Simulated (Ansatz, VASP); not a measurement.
# Two plane-wave programs on P

INCAR

```
PREC = Accurate ; ENCUT = 520
EDIFF = 1E-7 ; ISMEAR = 0
SIGMA = 0.15 ; LREAL = F
LASPH = T ; NELM = 80
ALGO = Normal ; ISIF = 2
LWAVE = F ; LCHARG = F
NBANDS = 12
```

File KPOINTS:

```
regular mesh
0
Gamma
  18 18 18
```

File POSCAR:

```
P
1.0
    1.7743625379      1.0244286889      2.9604551620
   -1.7743625379      1.0244286889      2.9604551620
    0.0000000000     -2.0488573777      2.9604551621
P
2
Direct
    0.2270802500      0.2270802500      0.2270802500
    0.7729197500      0.7729197500      0.7729197500
```

Input for Ansatz:

```yaml
crystal:
  lattice:
    - [1.7743625379, 1.0244286889, 2.960455162]
    - [-1.7743625379, 1.0244286889, 2.960455162]
    - [0.0, -2.0488573777, 2.9604551621]
  atoms:
    - { symbol: P, position: [0.22708025, 0.22708025, 0.22708025] }
    - { symbol: P, position: [0.77291975, 0.77291975, 0.77291975] }
basis:
  ecutwfc: 420
kpoints:
  mp_grid: { grid: [18, 18, 18] }
hamiltonian:
  xc: lda
scf:
  occupations: { method: gaussian, width: 0.15 }
output:
  forces: true
  stress: true
  eigenvalues: true
```

Alike in both runs: task single point; functional LDA; k mesh 18 × 18 × 18; occupations gaussian, width 0.15 eV; no spin polarisation.

|  | VASP | Ansatz |
| --- | --- | --- |
| version | VASP 6.6.1 | Ansatz 0.2.0 |
| potentials or method | VASP PAW LDA potentials, release 64 (P), cutoff 520 eV | scalar-relativistic, plane waves, PAW |
| valence electrons in the cell | 10 | 10 |

```csv
,VASP,Ansatz,Ansatz less VASP
gap on the k mesh at the Fermi level (eV),none,none,-
pressure (GPa),-5.1,-4.9,+0.20
"traceless stress, the component that is largest in VASP (GPa)",4.53,4.39,-0.139
rms of the force components (eV/Å),0.235,0.251,+0.0160
```

LDA's correlation is that of Perdew and Zunger in VASP and of Perdew and Wang (1992) in Ansatz. Atom by atom the forces differ by 0.016 eV/Å (rms over components). A gap of «none» marks a metal or a gap that the smearing closes.
